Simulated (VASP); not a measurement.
# ZnS (P6_3mc) in VASP: single point with r2SCAN

Aim: the single point of ZnS with r2SCAN.

Program: VASP 6.6.1. These are calculated values, not measurements. Logs are shortened: lines on timing, memory, paths and dates and some standing lists are left out, and cuts for length are marked.

## 1. The cell of the first run

It takes space group P6_3mc (No. 186, hexagonal). The conventional cell has a = 3.955 Å, b = 3.955 Å, c = 6.470 Å, α = 90.00°, β = 90.00°, γ = 120.00°. Zn (site symmetry 3m) has 4 S at 2.40 to 2.49 Å within 3.2 Å. S (site symmetry 3m) has 4 Zn at 2.40 to 2.49 Å within 3.2 Å.

## 2. Single point, r2SCAN (strained)

Contents of POSCAR:

```
ZnS
1.0
    3.9552450855      0.0000000000      0.0000000000
   -1.9776225427      3.4253427222      0.0000000000
    0.0000000000      0.0000000000      6.4699569000
Zn S
2 2
Direct
    0.3333333333      0.6666666667      0.0000000000
    0.6666666667      0.3333333333      0.5000000000
    0.3333333333      0.6666666667      0.3850000000
    0.6666666667      0.3333333333      0.8850000000
```

Contents of INCAR.step1:

```
PREC     = Accurate       # precision mode
ENCUT    = 520            # plane-wave cutoff, eV
ISMEAR   = 0              # smearing method
SIGMA    = 0.02           # smearing width, eV
LREAL    = F              # projectors in reciprocal space
LASPH    = T              # aspherical terms in the spheres
NELM     = 80             # most SCF steps
NBANDS   = 26             # bands
GGA      = PE             # functional
ALGO     = Normal         # electronic algorithm
EDIFF    = 1E-4           # SCF threshold, eV
LWAVE    = T              # write WAVECAR
LCHARG   = F              # write CHGCAR
```

Contents of INCAR.step2:

```
PREC     = Accurate       # precision mode
ENCUT    = 520            # plane-wave cutoff, eV
EDIFF    = 1E-7           # SCF threshold, eV
ISMEAR   = 0              # smearing method
SIGMA    = 0.02           # smearing width, eV
LREAL    = F              # projectors in reciprocal space
LASPH    = T              # aspherical terms in the spheres
NELM     = 80             # most SCF steps
ALGO     = Normal         # electronic algorithm
ISIF     = 2              # what is computed and relaxed
LWAVE    = F              # write WAVECAR
LCHARG   = F              # write CHGCAR
METAGGA  = R2SCAN         # meta-GGA
LMIXTAU  = T            
NBANDS   = 26             # bands
ISTART   = 1
```

Contents of KPOINTS:

```
regular mesh
0
Gamma
  9 9 6
```

Potentials or basis: VASP PAW PBE potentials, release 64 (Zn, S).

Run with:

```bash
> cat potpaw_PBE.64/Zn/POTCAR potpaw_PBE.64/S/POTCAR > POTCAR
> cp INCAR.step1 INCAR
> mpirun -np 1 vasp_std > vasp.out
> cp INCAR.step2 INCAR
> mpirun -np 1 vasp_std > vasp.out
```

OUTCAR:

```text
PREC = Accurate
   ENCUT = 520
   EDIFF = 1E-7
   ISMEAR = 0
   LREAL = F
   LASPH = T
   NELM = 80
   ISIF = 2
   METAGGA = R2SCAN
   ISTART = 1

 ion  position               nearest neighbor table
   1  0.333  0.667  0.000-   4 2.40   4 2.40   4 2.40   3 2.49
   2  0.667  0.333  0.500-   3 2.40   3 2.40   3 2.40   4 2.49
   3  0.333  0.667  0.385-   2 2.40   2 2.40   2 2.40   1 2.49
   4  0.667  0.333  0.885-   1 2.40   1 2.40   1 2.40   2 2.49

  LATTYP: Found a hexagonal cell.
 ALAT       =     3.9552450855
 C/A-ratio  =     1.6357916539

  Lattice vectors:

 A1 = (   3.9552450855,   0.0000000000,   0.0000000000)
 A2 = (  -1.9776225427,   3.4253427222,   0.0000000000)
 A3 = (   0.0000000000,   0.0000000000,   6.4699569000)

Analysis of symmetry for initial positions (statically):
=====================================================================
 Subroutine PRICEL returns:
 Original cell was already a primitive cell.

 Routine SETGRP: Setting up the symmetry group for a
 hexagonal supercell.

 Subroutine GETGRP returns: Found 12 space group operations
 (whereof  6 operations were pure point group operations)
 out of a pool of 24 trial point group operations.

The static configuration has the point symmetry C_3v.
 The point group associated with its full space group is C_6v.

Analysis of symmetry for dynamics (positions and initial velocities):
=====================================================================
 Subroutine PRICEL returns:
 Original cell was already a primitive cell.

 Routine SETGRP: Setting up the symmetry group for a
 hexagonal supercell.

 Subroutine GETGRP returns: Found 12 space group operations
 (whereof  6 operations were pure point group operations)
 out of a pool of 24 trial point group operations.

The dynamic configuration has the point symmetry C_3v.
 The point group associated with its full space group is C_6v.

 Subroutine INISYM returns: Found 12 space group operations
 (whereof  6 operations are pure point group operations),
 and found     1 'primitive' translations

----------------------------------------------------------------------------------------

                                     Primitive cell

  volume of cell :      87.6554

  direct lattice vectors                    reciprocal lattice vectors
     3.955245086  0.000000000  0.000000000     0.252828833  0.145970795  0.000000000
    -1.977622543  3.425342722  0.000000000     0.000000000  0.291941590  0.000000000
     0.000000000  0.000000000  6.469956900     0.000000000  0.000000000  0.154560535
[... 90 lines left out ...]
   EDIFFG = 0.1E-05   stopping-criterion for IOM
   NSW    =      0    number of steps for IOM
   IBRION =     -1    ionic relax: 0-MD 1-quasi-New 2-CG
   NFREE  =      0    steps in history (QN), initial steepest desc. (CG)
   ISIF   =      2    stress and relaxation
   ISYM   =      2    0-nonsym 1-usesym 2-fastsym
   POTIM  = 0.5000    time-step for ionic-motion
   TEBEG  =    0.0;   TEEND  =   0.0 temperature during run
   PSTRESS=    0.0 pullay stress
   NELECT =      36.0000    total number of electrons
   NUPDOWN=      -1.0000    fix difference up-down
   EMIN   =  10.00;   EMAX   =-10.00  energy-range for DOS
   EFERMI =   0.00;   METHOD = LEGACY
   ISMEAR =     0;   SIGMA  =   0.02  broadening in eV -4-tet -1-fermi 0-gaus
   EFERMI_NEDOS =   21; number of points for ismear=-14 and -15
   IALGO  =     38    algorithm
   IMIX   =      4    mixing-type and parameters
     AMIX     =   0.40;   BMIX     =  1.00
     AMIX_MAG =   1.60;   BMIX_MAG =  1.00
  volume/ion in A,a.u.               =      21.91       147.88
  Fermi-wavevector in a.u.,A,eV,Ry     =   1.216885  2.299578 20.147617  1.480808
  Thomas-Fermi vector in A             =   2.352224
   LORBIT       =      0    0 simple, 1 ext, 2 COOP (PROOUT), +10 PAW based schemes
   METAGGA = R2SCAN    functional components
   LHFCALC =     F    Hartree Fock is set to
   AEXX    =    0.0000 exact exchange contribution
   IVDW    =     0    specifies the selected vdW correction
   LEPSILON=     F    determine dielectric tensor
   LRPA    =     F    only Hartree local field effects (RPA)
 non-spin polarized calculation
 Gauss-broadening in eV      SIGMA  =   0.02
  energy-cutoff  :      520.00
  volume of cell :       87.66
 maximum number of plane-waves:      2406
 NGX is ok and might be reduce to    30
   NGX = 15   NGY = 15   NGZ = 25

 number of electron      35.9999978 magnetization

 Free energy of the ion-electron system (eV)
  ---------------------------------------------------
  ext. energy  EPLUGINS =         0.00000000
  ---------------------------------------------------
  free energy    TOTEN  =       -37.48808323 eV

  energy without entropy =      -37.48808323  energy(sigma->0) =      -37.48808323

 E-fermi :   1.0337     XC(G=0):  -9.7544

 val. band max:        0.9235796674   @ k =   0.0000   0.0000   0.0000
 cond. band min:       3.2029163392   @ k =   0.0000   0.0000   0.0000
 fundamental gap:      2.2793366717
 Fermi energy:         1.0336628201

 k-point     1 :       0.0000    0.0000    0.0000
  band No.  band energies     occupation
      1     -12.0799      2.00000
      2     -11.3314      2.00000
      3      -5.2464      2.00000
      4      -5.2464      2.00000
      5      -5.1896      2.00000
      6      -5.1890      2.00000
[... 685 lines left out ...]
     25      11.1621      0.00000
     26      11.1621      0.00000

 [... further k-points ...]

------------------------ aborting loop because EDIFF is reached ----------------------------------------

  FORCE on cell =-STRESS in cart. coord.  units (eV):
  Direction    XX          YY          ZZ          XY          YZ          ZX
  --------------------------------------------------------------------------------------
  -------------------------------------------------------------------------------------
  Total       -3.5991528     -3.5991528     -3.8548712     -0.0000000     -0.0000000      0.0000000
  in kB      -65.7857828    -65.7857828    -70.4598365     -0.0000000     -0.0000000      0.0000000
  external PRESSURE =     -67.3438007 kB  Pullay stress =       0.0000000 kB

 VOLUME and BASIS-vectors are now :
 -----------------------------------------------------------------------------
  energy-cutoff  :      520.00
  volume of cell :       87.66
      direct lattice vectors                 reciprocal lattice vectors
     3.955245086  0.000000000  0.000000000     0.252828833  0.145970795  0.000000000
    -1.977622543  3.425342722  0.000000000     0.000000000  0.291941590  0.000000000
     0.000000000  0.000000000  6.469956900     0.000000000  0.000000000  0.154560535

 POSITION                                       TOTAL-FORCE (eV/Angst)
 -----------------------------------------------------------------------------------
     -0.00000      2.28356      0.00000         0.000000      0.000000      0.196354
      1.97762      1.14178      3.23498        -0.000000     -0.000000      0.196354
     -0.00000      2.28356      2.49093         0.000000     -0.000000     -0.196354
      1.97762      1.14178      5.72591         0.000000      0.000000     -0.196354
 -----------------------------------------------------------------------------------
    total drift:                               -0.000000     -0.000000     -0.004174

  FREE ENERGIE OF THE ION-ELECTRON SYSTEM (eV)
  ---------------------------------------------------
  free  energy   TOTEN  =       -37.4880832287 eV

  energy  without entropy=      -37.4880832287  energy(sigma->0) =      -37.48808323
```

Run time: 12 min. Hardware: 1 thread of AMD EPYC 7R43 (Zen 3), shared host; peak memory 0.23 GiB.

What came out:

| Quantity | Value |
| --- | --- |
| Free energy | -37.4881 eV |
| Pressure | -6.7 GPa |
| Largest force | 0.196 eV/Å |
| Band gap on the k mesh | 2.28 eV |

Forces in eV/Å, atoms in the order of the input:
```
Zn   0.000  0.000  0.196
Zn   0.000  0.000  0.196
S    0.000  0.000 -0.196
S    0.000  0.000 -0.196
```

Caveat: the cell differs from its parent crystal (strained); the cell stands under tension; the PAW data sets were made with another functional, which shifts forces and pressure a little. A k mesh can miss the band edges.
